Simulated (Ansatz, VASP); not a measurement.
Given: the input of a run of VASP 6.6.1 on SiNi.

File INCAR:

```
SYSTEM = SiNi
PREC = Accurate
ENCUT = 600
EDIFF = 1E-7
ISMEAR = -1
SIGMA = 0.05
LREAL = .FALSE.
LASPH = .TRUE.
NELM = 150
ALGO = Normal
ISIF = 3
LWAVE = .FALSE.
LCHARG = .FALSE.
ISPIN = 2
MAGMOM = 1 1 1 1 0 0 0 0
LORBIT = 11
LMAXMIX = 4
GGA = PS
IBRION = 2
NSW = 80
EDIFFG = -0.005
```

KPOINTS

```
Automatic mesh
0
G
  5 5 5
  0 0 0
```

Contents of POSCAR:

```
SiNi
1.0
    4.5036940000      0.0000000000      0.0000000000
    0.0000000000      4.5036940000      0.0000000000
    0.0000000000      0.0000000000      4.5036940000
Ni Si
4 4
Direct
    0.1495040000      0.1495040000      0.1495040000
    0.6495040000      0.3504960000      0.8504960000
    0.8504960000      0.6495040000      0.3504960000
    0.3504960000      0.8504960000      0.6495040000
    0.8468300000      0.8468300000      0.8468300000
    0.3468300000      0.6531700000      0.1531700000
    0.1531700000      0.3468300000      0.6531700000
    0.6531700000      0.1531700000      0.3468300000
```

Potentials or basis: VASP PAW PBE potentials, release 64 (Ni, Si).

The run is started by

```console
$ cat potpaw_PBE.64/Ni/POTCAR potpaw_PBE.64/Si/POTCAR > POTCAR
$ mpirun -np 1 vasp_std > vasp.out
```

Question: Set up the same calculation for Ansatz 0.2.0. Potentials there: all-electron LAPW, scalar-relativistic.

Answer: As run (the cutoff follows the program's own potentials):

input.yaml

```yaml
crystal:
  lattice:
    - [4.503694, 0.0, 0.0]
    - [0.0, 4.503694, 0.0]
    - [0.0, 0.0, 4.503694]
  atoms:
    - { symbol: Ni, position: [0.149504, 0.149504, 0.149504], spin: 1.0 }
    - { symbol: Ni, position: [0.649504, 0.350496, 0.850496], spin: 1.0 }
    - { symbol: Ni, position: [0.850496, 0.649504, 0.350496], spin: 1.0 }
    - { symbol: Ni, position: [0.350496, 0.850496, 0.649504], spin: 1.0 }
    - { symbol: Si, position: [0.84683, 0.84683, 0.84683] }
    - { symbol: Si, position: [0.34683, 0.65317, 0.15317] }
    - { symbol: Si, position: [0.15317, 0.34683, 0.65317] }
    - { symbol: Si, position: [0.65317, 0.15317, 0.34683] }
kpoints:
  mp_grid: { grid: [5, 5, 5] }
scf:
  occupations: { method: fermi_dirac, width: 0.05 }
hamiltonian:
  xc: pbesol
  pseudopotentials: { kind: all_electron, lapw: { basis_error: 0.002 } }
magnetization:
  spin_polarized: true
output:
  forces: true
  stress: true
relax:
  f_tol: 0.005
  max_steps: 60
  cell: {}
```

Potentials or basis: all-electron LAPW, scalar-relativistic.

The run is started by

```console
$ ansatz run input.yaml --threads 4 --pin off --max-ram 14336MiB --backend cpu --events-out ev --progress --plain --runs-dir out
```

Both were run:

|  | VASP | Ansatz | Ansatz less VASP |
| --- | --- | --- | --- |
| net moment per atom (μB) | 0.00 | 0.00 | 0.000 |
| relaxed volume (Å³/atom) | 11.16 | 11.15 | -0.011 |
| relaxed length of the cell vector where the two differ most in proportion (Å) | 4.469 | 4.468 | -0.0015 |

VASP's potentials were made for PBE, not for PBEsol. Ansatz ran all-electron here, and VASP with PAW potentials.

Noted on Ansatz's run: the k mesh is thin for a metal, which can move the energy by tens of meV per atom.
